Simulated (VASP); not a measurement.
Write the native input for VASP 6.6.1 that does the following.

```
Task                   : single point
Functional             : PBE
Potentials or basis    : VASP PAW PBE potentials, release 64 (Ag)
Cutoff                 : 500 eV
k mesh                 : 4 × 4 × 4
Occupations            : fermi-dirac, width 0.1 eV
Spin                   : no spin polarisation
Dipole correction      : no
Further INCAR settings : ALGO = Normal; EDIFF = 1e-06; NBANDS = 12
```

The structure of Ag lies in POSCAR:

```
Ag
1.0
   -2.0738757445      0.0000000000      2.0738757445
    0.0000000000      2.0738757445      2.0738757445
   -2.0738757445      2.0738757445      0.0000000000
Ag
1
Direct
    0.0000000000      0.0000000000      0.0000000000
```

These files were run (other wordings do the same):

INCAR

```
  ALGO = Normal
  EDIFF = 1E-6
  ENCUT = 500
  GGA = PE
  GGA_COMPAT = False
  ISIF = 2
  ISMEAR = -1
  LASPH = True
  LCHARG = True
  LELF = True
  LREAL = False
  LVHAR = True
  LWAVE = False
  NBANDS = 12
  NELM = 120
  PREC = Accurate
  SIGMA = 0.1
```

KPOINTS

```
k-points
0
Gamma
  4 4 4
```

Potentials or basis: VASP PAW PBE potentials, release 64 (Ag).

Command:

```bash
$ cat potpaw_PBE.64/Ag/POTCAR > POTCAR
$ mpirun -np 1 vasp_std > vasp.out
```

Results of the run:

The pressure is 0.6 GPa.

Caveat: the k points lie up to 0.66 Å⁻¹ apart.

Run time: 4.1 s on 1 thread of AMD EPYC 7R13 Processor (Zen 3), with other jobs on the host, peak memory 0.1 GiB.
